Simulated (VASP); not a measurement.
Here is a VASP 6.6.1 calculation.

The input INCAR:

```
PREC = Accurate
ENCUT = 520
EDIFF = 1E-7
ISMEAR = -1
SIGMA = 0.05
LREAL = F
LASPH = T
NELM = 80
ALGO = Normal
ISIF = 2
LWAVE = F
LCHARG = F
GGA = PE
NBANDS = 18
```

File KPOINTS:

```
Automatic mesh
0
Gamma
  9 9 5
```

The input POSCAR:

```
PtS2
1.0
    3.5168990496      0.0000000000      0.0000000000
   -1.7584495248      3.0457239195      0.0000000000
    0.0000000000      0.0000000000      4.1542678045
Pt S
1 2
Direct
    0.0000000000      0.0000000000      0.0000000000
    0.6666666667      0.3333333333      0.7138536697
    0.3333333333      0.6666666667      0.2861463303
```

Potentials or basis: VASP PAW PBE potentials, release 64 (Pt, S).

Launch:

```sh
$ cat potpaw_PBE.64/Pt/POTCAR potpaw_PBE.64/S/POTCAR > POTCAR
$ mpirun -np 1 vasp_std > vasp.out
```

Predict the pressure.

19.5 GPa.

Estimate the largest force.

0.044 eV/Å.

Stress tensor (GPa, compression positive):
```
19.42  0.00  0.00
 0.00 19.42  0.00
 0.00  0.00 19.61
```
